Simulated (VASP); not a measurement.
Crystal: Hf3C4.

```
CELL_PARAMETERS angstrom
0.00000 4.65149 -4.65149
4.65149 4.65149 0.00000
4.65149 0.00000 -4.65149
ATOMIC_POSITIONS crystal
Hf 0.25658 0.75120 0.24176
Hf 0.24882 0.25699 0.25057
Hf 0.75452 0.75027 0.24123
Hf 0.25082 0.75237 0.74830
Hf 0.24451 0.25344 0.75267
Hf 0.75651 0.24931 0.74911
C 0.49847 0.50673 0.99823
C 0.50334 0.99844 0.99775
C 0.99731 0.49707 0.00153
C 0.99888 0.99552 0.00424
C 0.49712 0.49816 0.50314
C 0.49795 0.99516 0.50331
C 0.99829 0.50319 0.50606
C 0.00433 0.00081 0.49553
```

```yaml
Program: VASP 6.6.1
Task: relaxation of cell and atoms
Functional: PBE
Potentials_or_basis: VASP PAW PBE potentials, release 64 (Hf_pv, C)
Cutoff: 600 eV
k_mesh: 3 × 3 × 3
Occupations: gaussian, width 0.1 eV
Spin: no spin polarisation
```

At the start: pressure -6.1 GPa; volume 14.38 Å³/atom.

Q: How do energy, volume and symmetry change on relaxing?

A: Over 13 steps the energy falls by 66.7 meV/atom and the volume is 14.25 Å³/atom (-0.9 %); space group Cm (No. 8, to 0.1 Å) before, Cmmm (No. 65, to 0.1 Å).

Step by step:
```
step  energy change (eV)  largest force (eV/Å)  pressure (GPa)  volume (Å³)
   1              0.0000                1.7431           -6.05       201.28
   2             -0.4009                0.4908           11.84       185.82
   3             -0.5695                0.8802            4.81       191.06
   4             -0.8729                0.4229            0.71       197.22
   5             -0.8801                0.4016            0.07       198.33
   6             -0.9208                0.1570           -0.03       199.22
   7             -0.9214                0.2172           -0.04       199.35
   8             -0.9302                0.0795            0.13       199.44
   9             -0.9303                0.0783            0.15       199.44
  10             -0.9321                0.0602           -0.22       199.84
  11             -0.9323                0.0673           -0.37       200.00
  12             -0.9334                0.0436           -0.14       199.74
  13             -0.9337                0.0364            0.06       199.54
```

Final structure:
```
Hf C
1.0
    -0.00010    4.58397   -4.58368
     4.62471    4.64537    0.06141
     4.62449   -0.06109   -4.64486
Hf C
6 8
Direct
  0.25066 0.75065 0.24934
  0.25086 0.25061 0.24966
  0.75050 0.75058 0.24963
  0.25038 0.75052 0.74967
  0.25049 0.25055 0.74958
  0.75052 0.25076 0.74943
  0.47713 0.50099 0.99907
  0.49292 0.00845 0.00722
  0.02398 0.50046 0.99973
  0.00806 0.99282 0.99182
  0.49260 0.50833 0.50742
  0.47648 0.00024 0.49989
  0.00843 0.49285 0.49167
  0.02446 0.00083 0.49932
```

Caveat: the k points lie up to 0.39 Å⁻¹ apart in the final cell, too coarse for converged energies and pressures of a metal.
